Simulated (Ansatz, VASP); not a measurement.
# Cd: VASP beside Ansatz

```xyz
2
Lattice="-1.5971 -1.0913 -2.4427 -1.7040 2.9426 0.2057 3.2910 1.7220 -2.3259" Properties=species:S:1:pos:R:3 pbc="T T T"
Cd   -0.0198    1.7956   -2.2771
Cd    0.0147   -0.0090   -0.0043
```

Change from the starting cell: cell sheared at random, sigma 0.06, atoms nudged by 0.01 Å.

Alike in both runs: task single point; functional PBE; k mesh 12 × 10 × 8; occupations gaussian, width 0.15 eV; no spin polarisation.

```csv
,VASP,Ansatz
version,VASP 6.6.1,Ansatz 0.2.0
potentials or method,"VASP PAW PBE potentials, release 64 (Cd), cutoff 500 eV","scalar-relativistic, plane waves, PAW"
valence electrons in the cell,24,40
```

Ansatz gave:

```
gap on the k mesh at the Fermi level (eV)                     : none
pressure (GPa)                                                : 1.0
traceless stress, the component that is largest in VASP (GPa) : -2.55
rms of the force components (eV/Å)                            : 0.014
```

Task: Estimate VASP's values.

Result: gap on the k mesh at the Fermi level (eV): none; pressure (GPa): 1.2; traceless stress, the component that is largest in VASP (GPa): -2.62; rms of the force components (eV/Å): 0.014.

Atom by atom the forces differ by 0.000 eV/Å (rms over components). A gap of «none» marks a metal or a gap that the smearing closes. VASP's potentials hold 24 valence electrons a cell and Ansatz's 40, so a difference there can come from the potentials and not from the codes.
